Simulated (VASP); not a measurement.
Set up this calculation in VASP 6.6.1, as the native input.

- Task: single point
- Functional: r2SCAN
- Potentials or basis: VASP PAW PBE potentials, release 64 (Cs_sv, Pb_d, Br)
- Cutoff: 520 eV
- k mesh: 4 × 4 × 4
- Occupations: gaussian, width 0.01 eV
- Spin: no spin polarisation
- Dipole correction: no
- Further INCAR settings: ALGO = Normal; EDIFF = 1e-06; NBANDS = 30

CsPbBr3:

```
Cs Pb Br
1.0
     5.94296    0.00000    0.00000
     0.00000    5.94296    0.00000
     0.00000    0.00000    5.94296
Cs Pb Br
1 1 3
Direct
  0.00000 0.00000 0.00000
  0.50000 0.50000 0.50000
  0.50000 0.50000 0.00000
  0.50000 0.00000 0.50000
  0.00000 0.50000 0.50000
```

These files were run (other wordings do the same):

POSCAR

```
CsPbBr3
1.0
    5.9429615618      0.0000000000      0.0000000000
    0.0000000000      5.9429615618      0.0000000000
    0.0000000000      0.0000000000      5.9429615618
Cs Pb Br
1 1 3
Direct
    0.0000000000      0.0000000000      0.0000000000
    0.5000000000      0.5000000000      0.5000000000
    0.5000000000      0.5000000000      0.0000000000
    0.5000000000      0.0000000000      0.5000000000
    0.0000000000      0.5000000000      0.5000000000
```

INCAR.step1

```
SYSTEM = CsPbBr3
PREC     = Accurate       ! precision mode
ENCUT    = 520            ! plane-wave cutoff, eV
ISMEAR   = 0              ! smearing method
SIGMA    = 0.01           ! smearing width, eV
LREAL    = .FALSE.        ! projectors in reciprocal space
LASPH    = .TRUE.         ! aspherical terms in the spheres
NELM     = 80             ! most SCF steps
NBANDS   = 30             ! bands
GGA      = PE             ! functional
ALGO     = Normal         ! electronic algorithm
EDIFF    = 1E-4           ! SCF threshold, eV
LWAVE    = .TRUE.         ! write WAVECAR
LCHARG   = .FALSE.        ! write CHGCAR
```

INCAR.step2

```
SYSTEM = CsPbBr3
PREC     = Accurate       ! precision mode
ENCUT    = 520            ! plane-wave cutoff, eV
EDIFF    = 1E-6           ! SCF threshold, eV
ISMEAR   = 0              ! smearing method
SIGMA    = 0.01           ! smearing width, eV
LREAL    = .FALSE.        ! projectors in reciprocal space
LASPH    = .TRUE.         ! aspherical terms in the spheres
NELM     = 80             ! most SCF steps
ALGO     = Normal         ! electronic algorithm
ISIF     = 2              ! what is computed and relaxed
LWAVE    = .FALSE.        ! write WAVECAR
LCHARG   = .FALSE.        ! write CHGCAR
METAGGA  = R2SCAN         ! meta-GGA
LMIXTAU  = .TRUE.       
NBANDS   = 30             ! bands
ISTART   = 1
```

KPOINTS

```
regular mesh
0
G
  4 4 4
  0 0 0
```

Potentials or basis: VASP PAW PBE potentials, release 64 (Cs_sv, Pb_d, Br).

Launch:

```sh
$ cat potpaw_PBE.64/Cs_sv/POTCAR potpaw_PBE.64/Pb_d/POTCAR potpaw_PBE.64/Br/POTCAR > POTCAR
$ cp INCAR.step1 INCAR
$ mpirun -np 1 vasp_std > vasp.out
$ cp INCAR.step2 INCAR
$ mpirun -np 1 vasp_std > vasp.out
```

It gave:

The pressure is 0.0 GPa and the band gap on the k mesh is 2.06 eV, direct.

Caveat: the PAW data sets were made with another functional, which shifts forces and pressure a little; spin-orbit coupling is left out, which moves the levels of the heavy elements.

Run time: 2.9 min on 1 thread of Intel(R) Xeon(R) Platinum 8488C (Sapphire Rapids) (shared host), peak memory 0.4 GiB.
